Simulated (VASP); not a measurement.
AlN:

```xyz
4
Lattice="2.9084 0.0000 0.0000 -1.4542 2.5188 0.0000 0.0000 0.0000 5.7251" Properties=species:S:1:pos:R:3 pbc="T T T"
Al    0.0000    0.0000    0.0000
Al    0.0000    0.0000    2.8626
N     0.0000    1.6792    1.4313
N     1.4542    0.8396    4.2938
```

```yaml
Program: VASP 6.6.1
Task: relaxation of cell and atoms
Functional: PBE
Potentials_or_basis: VASP PAW PBE potentials, release 64 (Al, N)
Cutoff: 600 eV
k_mesh: 6 × 6 × 4
Occupations: gaussian, width 0.1 eV
Spin: no spin polarisation
```

At the start: pressure -30.9 GPa; volume 10.49 Å³/atom.

**Question.** Where does the relaxation end?

**Answer.** Over 9 steps the energy falls by 512.9 meV/atom and the volume is 8.61 Å³/atom (-17.9 %); space group P6_3/mmc (No. 194, to 0.05 Å).

The path:
```csv
step,energy change (eV),largest force (eV/Å),pressure (GPa),volume (Å³)
1,0.0000,0.0000,-30.87,41.94
2,1.0466,0.0000,62.43,29.77
3,-1.9803,0.0000,-11.55,36.30
4,-2.0081,0.0000,-8.29,35.77
5,-2.0095,0.0000,-7.28,35.62
6,-2.0337,0.0000,6.27,33.57
7,-2.0511,0.0000,0.58,34.35
8,-2.0513,0.0000,-0.51,34.49
9,-2.0517,0.0000,-0.01,34.43
```

Final structure:
```
Al N
1.0
     2.85415    0.00000    0.00000
    -1.42708    2.47177    0.00000
     0.00000    0.00000    4.87974
Al N
2 2
Direct
  0.00000 0.00000 0.00000
  0.00000 0.00000 0.50000
  0.33333 0.66667 0.25000
  0.66667 0.33333 0.75000
```

Caveat: the volume moved by over 15 % at a fixed basis, so the end points are rough.
